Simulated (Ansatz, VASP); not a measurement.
## Bi: VASP beside Ansatz

```
CELL_PARAMETERS angstrom
2.28805 1.32101 3.98019
-2.28805 1.32101 3.98019
0.00000 -2.64202 3.98019
ATOMIC_POSITIONS crystal
Bi 0.23389 0.23389 0.23389
Bi 0.76611 0.76611 0.76611
```

Change from the starting cell: volume scaled by 1.02, PAW files.

Alike in both runs: task electric field gradients; functional LDA; k mesh 11 × 11 × 11; occupations fermi-dirac, width 0.03 eV; no spin polarisation.

|  | VASP | Ansatz |
| --- | --- | --- |
| version | VASP 6.6.1 | Ansatz 0.2.0 |
| potentials or method | VASP PAW LDA potentials, release 64 (Bi_d) | PAW with Ansatz's default frozen-core files, scalar-relativistic |
| plane-wave cutoff (eV) | 520 | 420 |
| valence electrons in the cell | 30 | 30 |

VASP gave:

```
pressure (GPa)                                                : -2.6
traceless stress, the component that is largest in VASP (GPa) : 0.19
rms of the force components (eV/Å)                            : 0.015
size of Vzz on the site where it differs most (V/Å²)          : 31.2
```

Problem. Which values does Ansatz return?

Solution. Pressure (GPa): -2.7; traceless stress, the component that is largest in VASP (GPa): 0.22; rms of the force components (eV/Å): 0.027; size of Vzz on the site where it differs most (V/Å²): 32.2.

LDA's correlation is that of Perdew and Zunger in VASP and of Perdew and Wang (1992) in Ansatz. Atom by atom the forces differ by 0.012 eV/Å (rms over components).

Neither program's run includes spin-orbit coupling.
